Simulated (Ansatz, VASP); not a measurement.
One calculation of Lu, two programs

```xyz
1
Lattice="0.0000 2.5075 2.5075 2.5075 0.0000 2.5075 2.5075 2.5075 0.0000" Properties=species:S:1:pos:R:3 pbc="T T T"
Lu    0.0000    0.0000    0.0000
```

Alike in both runs: task single point; functional r2SCAN; k mesh 13 × 13 × 13; occupations fermi-dirac, width 0.1 eV; no spin polarisation.

|  | VASP | Ansatz |
| --- | --- | --- |
| version | VASP 6.6.1 | Ansatz 0.2.0 |
| potentials or method | VASP PAW PBE potentials, release 64 (Lu), cutoff 660 eV | plane waves (500 eV) with PAW, scalar-relativistic |
| valence electrons in the cell | 25 | 25 |

```csv
,VASP,Ansatz,Ansatz less VASP
pressure (GPa),-2.6,-2.9,-0.31
```

VASP's potentials were made for PBE, not for r2SCAN.

Neither program's run includes spin-orbit coupling.
